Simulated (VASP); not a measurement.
# Pd4Pt (P-6m2) in VASP: single point with PBE

Aim: the single point of Pd4Pt with PBE.

All numbers are computed with VASP 6.6.1; they aren't measurements. Logs are shortened: lines on timing, memory, paths and dates and some standing lists are left out, and cuts for length are marked.

## (1) The cell of the first run

It takes space group P-6m2 (No. 187, hexagonal). Conventional cell: a = 4.360 Å, b = 4.360 Å, c = 5.343 Å, α = 90.00°, β = 90.00°, γ = 120.00°. Pd (site symmetry 3m) has 8 Pd at 2.63 to 2.86 Å and 3 Pt at 2.86 Å within 3.5 Å. Pd (site symmetry -6m2) has 2 Pt at 2.67 Å and 6 Pd at 2.84 Å within 3.5 Å. Pd (site symmetry -6m2) has 3 Pt at 2.52 Å and 6 Pd at 2.86 Å within 3.3 Å. Pt (site symmetry -6m2) has 11 Pd at 2.52 to 2.86 Å within 3.3 Å.

The cell was built from a structure type or drawn by symmetry, and may not be a known phase.

## (2) Single point, PBE

The input, INCAR:

```
PREC     = Accurate       # precision mode
ENCUT    = 520            # plane-wave cutoff, eV
EDIFF    = 1E-6           # SCF threshold, eV
ISMEAR   = 0              # smearing method
SIGMA    = 0.2            # smearing width, eV
LREAL    = False          # projectors in reciprocal space
LASPH    = True           # aspherical terms in the spheres
NELM     = 100            # most SCF steps
ALGO     = Fast           # electronic algorithm
ISIF     = 2              # what is computed and relaxed
LWAVE    = False          # write WAVECAR
LCHARG   = True           # write CHGCAR
GGA      = PE             # functional
LELF     = True           # ELF
LVHAR    = True         
NBANDS   = 33             # bands
```

The input, KPOINTS:

```
Automatic mesh
0
Gamma
  5 5 3
```

The input, POSCAR:

```
Pd4Pt
1.0
    4.3604016553      0.0000000000      0.0000000000
   -2.1802008276      3.7762186042      0.0000000000
    0.0000000000      0.0000000000      5.3433817607
Pd Pt
4 1
Direct
    0.0000000000      0.0000000000      0.7463628431
    0.0000000000      0.0000000000      0.2536371569
    0.3333333333      0.6666666667      0.5000000000
    0.6666666667      0.3333333333      0.0000000000
    0.3333333333      0.6666666667      0.0000000000
```

Potentials or basis: VASP PAW PBE potentials, release 64 (Pd, Pt).

Run with:

```bash
$ cat potpaw_PBE.64/Pd/POTCAR potpaw_PBE.64/Pt/POTCAR > POTCAR
$ mpirun -np 1 vasp_std > vasp.out
```

OUTCAR:

```text
PREC = Accurate
   ENCUT = 520
   EDIFF = 1E-6
   ISMEAR = 0
   LREAL = False
   LASPH = True
   NELM = 100
   ISIF = 2
   GGA = PE

 ion  position               nearest neighbor table
   1  0.000  0.000  0.746-   2 2.63   2 2.71   3 2.84   3 2.84   3 2.84   5 2.86   4 2.86   4 2.86
                             5 2.86   4 2.86   5 2.86
   2  0.000  0.000  0.254-   1 2.63   1 2.71   3 2.84   3 2.84   3 2.84   4 2.86   5 2.86   4 2.86
                             5 2.86   4 2.86   5 2.86
   3  0.333  0.667  0.500-   5 2.67   5 2.67   1 2.84   2 2.84   1 2.84   2 2.84   1 2.84   2 2.84

   4  0.667  0.333  0.000-   5 2.52   5 2.52   5 2.52   1 2.86   2 2.86   1 2.86   2 2.86   1 2.86
                             2 2.86
   5  0.333  0.667  0.000-   4 2.52   4 2.52   4 2.52   3 2.67   3 2.67   1 2.86   2 2.86   2 2.86
                             1 2.86   2 2.86   1 2.86

  LATTYP: Found a hexagonal cell.
 ALAT       =     4.3604016553
 C/A-ratio  =     1.2254333851

  Lattice vectors:

 A1 = (   4.3604016553,   0.0000000000,   0.0000000000)
 A2 = (  -2.1802008276,   3.7762186042,   0.0000000000)
 A3 = (   0.0000000000,   0.0000000000,   5.3433817607)

Analysis of symmetry for initial positions (statically):
=====================================================================
 Subroutine PRICEL returns:
 Original cell was already a primitive cell.

 Routine SETGRP: Setting up the symmetry group for a
 hexagonal supercell.

 Subroutine GETGRP returns: Found 12 space group operations
 (whereof 12 operations were pure point group operations)
 out of a pool of 24 trial point group operations.

The static configuration has the point symmetry D_3h.

Analysis of symmetry for dynamics (positions and initial velocities):
=====================================================================
 Subroutine PRICEL returns:
 Original cell was already a primitive cell.

 Routine SETGRP: Setting up the symmetry group for a
 hexagonal supercell.

 Subroutine GETGRP returns: Found 12 space group operations
 (whereof 12 operations were pure point group operations)
 out of a pool of 24 trial point group operations.

The dynamic configuration has the point symmetry D_3h.

 Subroutine INISYM returns: Found 12 space group operations
 (whereof 12 operations are pure point group operations),
 and found     1 'primitive' translations

----------------------------------------------------------------------------------------

                                     Primitive cell

[... 83 lines left out ...]
   EDIFFG = 0.1E-04   stopping-criterion for IOM
   NSW    =      0    number of steps for IOM
   IBRION =     -1    ionic relax: 0-MD 1-quasi-New 2-CG
   NFREE  =      0    steps in history (QN), initial steepest desc. (CG)
   ISIF   =      2    stress and relaxation
   ISYM   =      2    0-nonsym 1-usesym 2-fastsym
   POTIM  = 0.5000    time-step for ionic-motion
   TEBEG  =    0.0;   TEEND  =   0.0 temperature during run
   PSTRESS=    0.0 pullay stress
   NELECT =      50.0000    total number of electrons
   NUPDOWN=      -1.0000    fix difference up-down
   EMIN   =  10.00;   EMAX   =-10.00  energy-range for DOS
   EFERMI =   0.00;   METHOD = LEGACY
   ISMEAR =     0;   SIGMA  =   0.20  broadening in eV -4-tet -1-fermi 0-gaus
   EFERMI_NEDOS =   21; number of points for ismear=-14 and -15
   IALGO  =     68    algorithm
   IMIX   =      4    mixing-type and parameters
     AMIX     =   0.40;   BMIX     =  1.00
     AMIX_MAG =   1.60;   BMIX_MAG =  1.00
  volume/ion in A,a.u.               =      17.60       118.75
  Fermi-wavevector in a.u.,A,eV,Ry     =   1.356016  2.562499 25.018121  1.838780
  Thomas-Fermi vector in A             =   2.483055
   LORBIT       =      0    0 simple, 1 ext, 2 COOP (PROOUT), +10 PAW based schemes
   GGA     = PE    functional components
   LHFCALC =     F    Hartree Fock is set to
   AEXX    =    0.0000 exact exchange contribution
   IVDW    =     0    specifies the selected vdW correction
   LEPSILON=     F    determine dielectric tensor
   LRPA    =     F    only Hartree local field effects (RPA)
 non-spin polarized calculation
 RMM-DIIS sequential band-by-band and
 Gauss-broadening in eV      SIGMA  =   0.20
  energy-cutoff  :      520.00
  volume of cell :       87.98
 maximum number of plane-waves:      2381
   NGX = 17   NGY = 17   NGZ = 19

 number of electron      49.9999993 magnetization

 Free energy of the ion-electron system (eV)
  ---------------------------------------------------
  ext. energy  EPLUGINS =         0.00000000
  ---------------------------------------------------
  free energy    TOTEN  =       -25.62300793 eV

  energy without entropy =      -25.40509977  energy(sigma->0) =      -25.51405385

 E-fermi :   7.5498     XC(G=0): -12.0226

 val. band max:        7.5390146877   @ k =   0.2000  -0.0000   0.3333
 cond. band min:       7.5543608153   @ k =   0.2000   0.2000   0.0000
 fundamental gap:      0.0153461276
 Fermi energy:         7.5498156045

 k-point     1 :       0.0000    0.0000    0.0000
  band No.  band energies     occupation
      1       0.4277      2.00000
      2       2.5319      2.00000
      3       2.9420      2.00000
      4       2.9420      2.00000
      5       2.9907      2.00000
      6       2.9907      2.00000
[... 349 lines left out ...]
     32      17.5220      0.00000
     33      17.9103      0.00000

------------------------ aborting loop because EDIFF is reached ----------------------------------------

  FORCE on cell =-STRESS in cart. coord.  units (eV):
  Direction    XX          YY          ZZ          XY          YZ          ZX
  --------------------------------------------------------------------------------------
  -------------------------------------------------------------------------------------
  Total        0.1044688      0.1044688     -0.1600281      0.0000000     -0.0000000      0.0000000
  in kB        1.9023803      1.9023803     -2.9141180      0.0000000     -0.0000000      0.0000000
  external PRESSURE =       0.2968809 kB  Pullay stress =       0.0000000 kB

 VOLUME and BASIS-vectors are now :
 -----------------------------------------------------------------------------
  energy-cutoff  :      520.00
  volume of cell :       87.98
      direct lattice vectors                 reciprocal lattice vectors
     4.360401655  0.000000000  0.000000000     0.229336671  0.132407589  0.000000000
    -2.180200828  3.776218604  0.000000000     0.000000000  0.264815178  0.000000000
     0.000000000  0.000000000  5.343381761     0.000000000  0.000000000  0.187147399

 POSITION                                       TOTAL-FORCE (eV/Angst)
 -----------------------------------------------------------------------------------
      0.00000      0.00000      3.98810         0.000000      0.000000     -0.000803
      0.00000      0.00000      1.35528         0.000000      0.000000      0.000803
     -0.00000      2.51748      2.67169         0.000000     -0.000000      0.000000
      2.18020      1.25874      0.00000        -0.000000     -0.000000      0.000000
     -0.00000      2.51748      0.00000        -0.000000     -0.000000      0.000000
 -----------------------------------------------------------------------------------
    total drift:                               -0.000000      0.000000     -0.000000

  FREE ENERGIE OF THE ION-ELECTRON SYSTEM (eV)
  ---------------------------------------------------
  free  energy   TOTEN  =       -25.6230079349 eV

  energy  without entropy=      -25.4050997705  energy(sigma->0) =      -25.51405385
```

stdout:

```text
POSCAR found type information on POSCAR PdPt
 POSCAR found :  2 types and       5 ions
 scaLAPACK will be used
 LDA part: xc-table for (Slater+PW92), standard interpolation
 POSCAR, INCAR and KPOINTS ok, starting setup
 FFT: planning ... GRIDC
 FFT: planning ... GRID_SOFT
 FFT: planning ... GRID
 WAVECAR not read
 entering main loop
```

It took 57 s on 1 thread of Intel Xeon 8259CL, shared host; peak memory 0.2 GiB.

What came out:

```
Free energy            : -25.6230 eV
Pressure               : 0.0 GPa
Band gap on the k mesh : zero (bands 25 and 26 overlap by 0.22 eV)
```

Caveat: the k points lie up to 0.39 Å⁻¹ apart; spin-orbit coupling is left out, which moves the levels of the heavy elements.
